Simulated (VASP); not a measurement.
A run of VASP 6.6.1:

Contents of INCAR:

```
SYSTEM = Mg
PREC = Accurate ; ENCUT = 600
EDIFF = 1E-6 ; ISMEAR = -1
SIGMA = 0.05 ; LREAL = .False.
LASPH = .True. ; NELM = 120
ALGO = Normal ; ISIF = 2
LWAVE = .False. ; LCHARG = .False.
GGA = PE ; NBANDS = 7
GGA_COMPAT = .False.
```

KPOINTS

```
Automatic mesh
0
Gamma
  17 17 17
  0 0 0
```

Contents of POSCAR:

```
Mg
1.0
   -1.5096269710      1.5096269710      1.5096269710
    1.5096269710     -1.5096269710      1.5096269710
    1.5096269710      1.5096269710     -1.5096269710
Mg
1
Direct
    0.0000000000      0.0000000000      0.0000000000
```

Potentials or basis: VASP PAW PBE potentials, release 64 (Mg).

Command:

```console
$ cat potpaw_PBE.64/Mg/POTCAR > POTCAR
$ mpirun -np 1 vasp_std > vasp.out
```

Hardware: 1 thread of AMD EPYC 7R43 64-Core Processor (Zen 3), on a shared host.

How long does it take, and how much memory?

It took 13 s on 1 thread of AMD EPYC 7R43 64-Core Processor (Zen 3), on a shared host, peak memory 0.11 GiB. Counts: scf iterations 10, k points 165.
